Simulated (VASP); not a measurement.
# Hf3F2 in VASP: further runs

Runs on Hf3F2. Level: PBE. Tasks: single point.

Program: VASP 6.6.1. These are calculated values, not measurements. Logs are shortened: lines on timing, memory, paths and dates and some standing lists are left out, and cuts for length are marked.

### Step 1. The cell of the first run

It takes space group P6/mmm (No. 191, hexagonal). Conventional cell: a = 3.536 Å, b = 3.536 Å, c = 8.564 Å, α = 90.00°, β = 90.00°, γ = 120.00°. Hf (site symmetry 6mm) has 6 F at 2.50 Å and 2 Hf at 2.84 to 2.87 Å within 3.3 Å. Within 3.7 Å of Hf (site symmetry 6/mmm) lie 8 Hf at 2.84 to 3.54 Å. Within 2.7 Å of F (site symmetry -6m2) lie 3 F at 2.04 Å and 6 Hf at 2.50 Å.

The cell was built from a structure type or drawn by symmetry, and may not be a known phase.

### Step 2. Single point, PBE

File INCAR:

```
SYSTEM = Hf3F2
  PREC = Accurate
  ENCUT = 600
  EDIFF = 1E-6
  ISMEAR = 0
  SIGMA = 0.2
  LREAL = .False.
  LASPH = .True.
  NELM = 120
  ALGO = Normal
  ISIF = 2
  LWAVE = .False.
  LCHARG = .False.
  GGA = PE
  NBANDS = 30
  GGA_COMPAT = .False.
```

File KPOINTS:

```
Automatic mesh
0
Gamma
  5 5 2
  0 0 0
```

File POSCAR:

```
Hf3F2
1.0
    3.5364493521     -0.0000000026      0.0000000000
   -1.7682246738      3.0626549794      0.0000000000
    0.0000000000      0.0000000000      8.5637270025
Hf F
3 2
Direct
    0.0000000000      0.0000000000      0.8322011027
    0.0000000000      0.0000000000      0.1677988973
    0.0000000000      0.0000000000      0.5000000000
    0.3333333333      0.6666666667      0.0000000000
    0.6666666667      0.3333333333      0.0000000000
```

Potentials or basis: VASP PAW PBE potentials, release 64 (Hf_pv, F).

Started as:

```console
cat potpaw_PBE.64/Hf_pv/POTCAR potpaw_PBE.64/F/POTCAR > POTCAR
mpirun -np 1 vasp_std > vasp.out
```

OUTCAR:

```text
SYSTEM = Hf3F2
   PREC = Accurate
   ENCUT = 600
   EDIFF = 1E-6
   ISMEAR = 0
   LREAL = .False.
   LASPH = .True.
   NELM = 120
   ISIF = 2
   GGA = PE

 ion  position               nearest neighbor table
   1  0.000  0.000  0.832-   4 2.50   5 2.50   4 2.50   5 2.50   5 2.50   4 2.50   3 2.84   2 2.87

   2  0.000  0.000  0.168-   4 2.50   5 2.50   4 2.50   5 2.50   5 2.50   4 2.50   3 2.84   1 2.87

   3  0.000  0.000  0.500-   1 2.84   2 2.84
   4  0.333  0.667  0.000-   1 2.50   2 2.50   1 2.50   2 2.50   1 2.50   2 2.50
   5  0.667  0.333  0.000-   1 2.50   2 2.50   1 2.50   2 2.50   1 2.50   2 2.50

  LATTYP: Found a hexagonal cell.
 ALAT       =     3.5364493521
 C/A-ratio  =     2.4215607661

  Lattice vectors:

 A1 = (   3.5364493521,  -0.0000000026,   0.0000000000)
 A2 = (  -1.7682246738,   3.0626549794,   0.0000000000)
 A3 = (   0.0000000000,   0.0000000000,   8.5637270025)

Analysis of symmetry for initial positions (statically):
=====================================================================
 Subroutine PRICEL returns:
 Original cell was already a primitive cell.

 Routine SETGRP: Setting up the symmetry group for a
 hexagonal supercell.

 Subroutine GETGRP returns: Found 24 space group operations
 (whereof 24 operations were pure point group operations)
 out of a pool of 24 trial point group operations.

The static configuration has the point symmetry D_6h.

Analysis of symmetry for dynamics (positions and initial velocities):
=====================================================================
 Subroutine PRICEL returns:
 Original cell was already a primitive cell.

 Routine SETGRP: Setting up the symmetry group for a
 hexagonal supercell.

 Subroutine GETGRP returns: Found 24 space group operations
 (whereof 24 operations were pure point group operations)
 out of a pool of 24 trial point group operations.

The dynamic configuration has the point symmetry D_6h.

 Subroutine INISYM returns: Found 24 space group operations
 (whereof 24 operations are pure point group operations),
 and found     1 'primitive' translations

----------------------------------------------------------------------------------------

                                     Primitive cell

  volume of cell :      92.7531

[... 77 lines left out ...]
   ENCUT  =  600.0 eV  44.10 Ry    6.64 a.u.   7.06  7.06 17.10*2*pi/ulx,y,z
   NELM   =    120;   NELMIN=  2; NELMDL= -5     # of ELM steps
   EDIFF  = 0.1E-05   stopping-criterion for ELM
   LREAL  =      F    real-space projection
   EDIFFG = 0.1E-04   stopping-criterion for IOM
   NSW    =      0    number of steps for IOM
   IBRION =     -1    ionic relax: 0-MD 1-quasi-New 2-CG
   NFREE  =      0    steps in history (QN), initial steepest desc. (CG)
   ISIF   =      2    stress and relaxation
   ISYM   =      2    0-nonsym 1-usesym 2-fastsym
   POTIM  = 0.5000    time-step for ionic-motion
   TEBEG  =    0.0;   TEEND  =   0.0 temperature during run
   PSTRESS=    0.0 pullay stress
   NELECT =      44.0000    total number of electrons
   NUPDOWN=      -1.0000    fix difference up-down
   EMIN   =  10.00;   EMAX   =-10.00  energy-range for DOS
   EFERMI =   0.00;   METHOD = LEGACY
   ISMEAR =     0;   SIGMA  =   0.20  broadening in eV -4-tet -1-fermi 0-gaus
   EFERMI_NEDOS =   21; number of points for ismear=-14 and -15
   IALGO  =     38    algorithm
   IMIX   =      4    mixing-type and parameters
     AMIX     =   0.40;   BMIX     =  1.00
     AMIX_MAG =   1.60;   BMIX_MAG =  1.00
  volume/ion in A,a.u.               =      18.55       125.19
  Fermi-wavevector in a.u.,A,eV,Ry     =   1.276781  2.412766 22.179792  1.630169
  Thomas-Fermi vector in A             =   2.409417
   LORBIT       =      0    0 simple, 1 ext, 2 COOP (PROOUT), +10 PAW based schemes
   GGA     = PE    functional components
   LHFCALC =     F    Hartree Fock is set to
   AEXX    =    0.0000 exact exchange contribution
   IVDW    =     0    specifies the selected vdW correction
   LEPSILON=     F    determine dielectric tensor
   LRPA    =     F    only Hartree local field effects (RPA)
 non-spin polarized calculation
 Gauss-broadening in eV      SIGMA  =   0.20
  energy-cutoff  :      600.00
  volume of cell :       92.75
 maximum number of plane-waves:      3122
   NGX = 15   NGY = 15   NGZ = 35

 number of electron      43.9999991 magnetization

 Free energy of the ion-electron system (eV)
  ---------------------------------------------------
  ext. energy  EPLUGINS =         0.00000000
  ---------------------------------------------------
  free energy    TOTEN  =       -35.86324910 eV

  energy without entropy =      -35.78879512  energy(sigma->0) =      -35.82602211

 E-fermi :   4.4538     XC(G=0): -10.6755

 val. band max:        4.3979182943   @ k =   0.2000   0.2000   0.5000
 cond. band min:       4.4969686064   @ k =   0.0000   0.0000   0.5000
 fundamental gap:      0.0990503120
 Fermi energy:         4.4538395186

 k-point     1 :       0.0000    0.0000    0.0000
  band No.  band energies     occupation
      1     -27.6252      2.00000
      2     -27.4678      2.00000
      3     -27.4678      2.00000
      4     -27.4051      2.00000
      5     -27.4051      2.00000
      6     -27.1470      2.00000
[... 319 lines left out ...]
     29       7.6916      0.00000
     30       7.9030      0.00000

------------------------ aborting loop because EDIFF is reached ----------------------------------------

  FORCE on cell =-STRESS in cart. coord.  units (eV):
  Direction    XX          YY          ZZ          XY          YZ          ZX
  --------------------------------------------------------------------------------------
  -------------------------------------------------------------------------------------
  Total       -0.4671364     -0.4671364     -0.8612419      0.0000000      0.0000000      0.0000000
  in kB       -8.0691154     -8.0691154    -14.8767280      0.0000000      0.0000000      0.0000000
  external PRESSURE =     -10.3383196 kB  Pullay stress =       0.0000000 kB

 VOLUME and BASIS-vectors are now :
 -----------------------------------------------------------------------------
  energy-cutoff  :      600.00
  volume of cell :       92.75
      direct lattice vectors                 reciprocal lattice vectors
     3.536449352 -0.000000003  0.000000000     0.282769496  0.163257044  0.000000000
    -1.768224674  3.062654979  0.000000000     0.000000000  0.326514089  0.000000000
     0.000000000  0.000000000  8.563727003     0.000000000  0.000000000  0.116771588

 POSITION                                       TOTAL-FORCE (eV/Angst)
 -----------------------------------------------------------------------------------
      0.00000      0.00000      7.12674         0.000000     -0.000000      0.121891
      0.00000      0.00000      1.43698         0.000000     -0.000000     -0.121891
      0.00000      0.00000      4.28186         0.000000     -0.000000     -0.000000
      0.00000      2.04177      0.00000        -0.000000      0.000000     -0.000000
      1.76822      1.02088      0.00000         0.000000     -0.000000     -0.000000
 -----------------------------------------------------------------------------------
    total drift:                                0.000000     -0.000000     -0.000000

  FREE ENERGIE OF THE ION-ELECTRON SYSTEM (eV)
  ---------------------------------------------------
  free  energy   TOTEN  =       -35.8632490965 eV

  energy  without entropy=      -35.7887951182  energy(sigma->0) =      -35.82602211
```

OSZICAR:

```text
N       E                     dE             d eps       ncg     rms          rms(c)
DAV:   1     0.256005800123E+03    0.25601E+03   -0.26371E+04   600   0.157E+03
DAV:   2    -0.220315278755E+02   -0.27804E+03   -0.26801E+03   726   0.381E+02
DAV:   3    -0.386731881810E+02   -0.16642E+02   -0.16299E+02   762   0.709E+01
DAV:   4    -0.389797051464E+02   -0.30652E+00   -0.30398E+00   786   0.956E+00
DAV:   5    -0.389870609907E+02   -0.73558E-02   -0.73495E-02   764   0.117E+00    0.532E+01
DAV:   6    -0.363068959003E+02    0.26802E+01   -0.11015E+01   766   0.191E+01    0.308E+01
DAV:   7    -0.367555130552E+02   -0.44862E+00   -0.79539E+00   752   0.900E+00    0.159E+01
DAV:   8    -0.362687273772E+02    0.48679E+00   -0.15297E+01   758   0.772E+00    0.737E+00
DAV:   9    -0.358717438461E+02    0.39698E+00   -0.19760E+00   748   0.327E+00    0.352E+00
DAV:  10    -0.358652885357E+02    0.64553E-02   -0.73090E-02   742   0.128E+00    0.106E+00
DAV:  11    -0.358638240255E+02    0.14645E-02   -0.76587E-03   794   0.430E-01    0.766E-01
DAV:  12    -0.358632585152E+02    0.56551E-03   -0.24081E-03   744   0.208E-01    0.112E-01
DAV:  13    -0.358632654612E+02   -0.69460E-05   -0.14085E-04   764   0.614E-02    0.136E-01
DAV:  14    -0.358632595293E+02    0.59319E-05   -0.58864E-06   732   0.119E-02    0.104E-01
DAV:  15    -0.358632493181E+02    0.10211E-04   -0.33098E-05   790   0.231E-02    0.299E-02
DAV:  16    -0.358632490965E+02    0.22164E-06   -0.32130E-06   530   0.748E-03
   1 F= -.35863249E+02 E0= -.35826022E+02  d E =-.744540E-01
```

stdout:

```text
POSCAR found type information on POSCAR HfF
 POSCAR found :  2 types and       5 ions
 scaLAPACK will be used
 LDA part: xc-table for (Slater+PW92), standard interpolation
 POSCAR, INCAR and KPOINTS ok, starting setup
 FFT: planning ... GRIDC
 FFT: planning ... GRID_SOFT
 FFT: planning ... GRID
 WAVECAR not read
 entering main loop
```

It took 75 s on 1 thread of Intel Xeon 8259CL, shared host; peak memory 0.23 GiB.

What came out:

```
Free energy            : -35.8632 eV
Pressure               : -1.0 GPa
Largest force          : 0.122 eV/Å
Band gap on the k mesh : zero (bands 22 and 23 overlap by 0.88 eV)
```

Forces on the atoms (eV/Å):
```
Hf   0.000  0.000  0.122
Hf   0.000  0.000 -0.122
Hf   0.000  0.000  0.000
F    0.000  0.000  0.000
F    0.000  0.000  0.000
```

Stress tensor (GPa, compression positive):
```
-0.81  0.00  0.00
 0.00 -0.81  0.00
 0.00  0.00 -1.49
```

Caveat: the k points lie up to 0.41 Å⁻¹ apart, too coarse for converged energies and pressures of a metal; spin-orbit coupling is left out, which moves the levels of the heavy elements.

### Step 3. Single point, PBE

This run uses another cell than the first one, of 22.40 Å³/atom.

File INCAR:

```
SYSTEM = Hf3F2
ALGO = Normal
EDIFF = 1E-6
ENCUT = 600
GGA = PE
GGA_COMPAT = .FALSE.
ISIF = 2
ISMEAR = 0
LASPH = .TRUE.
LCHARG = .FALSE.
LREAL = .FALSE.
LWAVE = .FALSE.
NBANDS = 30
NELM = 120
PREC = Accurate
SIGMA = 0.2
```

File KPOINTS:

```
k-points
0
G
  4 4 3
  0 0 0
```

File POSCAR:

```
Hf3F2
1.0
    5.4287317936      0.0000000000      0.0000000000
   -2.7143658968      4.7014196436      0.0000000000
    0.0000000000      0.0000000000      4.3884604628
Hf F
3 2
Direct
    0.8333343142      0.1666656858      0.2259592720
    0.8333343142      0.6666686383      0.2259592720
    0.3333313617      0.1666656858      0.2259592720
    0.3333333300      0.6666666700      0.4715564479
    0.3333333300      0.6666666700      0.9802735961
```

Potentials or basis: VASP PAW PBE potentials, release 64 (Hf_pv, F).

Started as:

```console
cat potpaw_PBE.64/Hf_pv/POTCAR potpaw_PBE.64/F/POTCAR > POTCAR
mpirun -np 1 vasp_std > vasp.out
```

Wall time 79 s (1 thread of Intel Xeon 8259CL, shared host); peak memory 0.27 GiB.

The run converged. Its results:

- Free energy: -31.7370 eV
- Pressure: -0.5 GPa
- Largest force: 0.034 eV/Å
- Band gap on the k mesh: zero (bands 22 and 23 overlap by 0.40 eV)

Forces in eV/Å, atoms in the order of the input:
```
Hf   0.000  0.000  0.000
Hf   0.000  0.000  0.000
Hf   0.000  0.000  0.000
F    0.000  0.000 -0.034
F    0.000  0.000  0.034
```

Stress tensor (GPa, compression positive):
```
-0.76  0.00  0.00
 0.00 -0.76  0.00
 0.00  0.00 -0.10
```

Levels at points of the mesh, in eV from the Fermi level:
```csv
k point,band 19,band 20,band 21,band 22,band 23,band 24,band 25,band 26
"(0.00, 0.00, 0.00)",-2.13,-2.00,-1.70,-1.25,-0.35,1.07,1.07,1.30
"(0.50, 0.00, 0.00)",-1.26,-1.07,-0.70,0.05,0.97,1.00,1.04,1.05
```

Caveat: the k points lie up to 0.48 Å⁻¹ apart; spin-orbit coupling is left out, which moves the levels of the heavy elements.
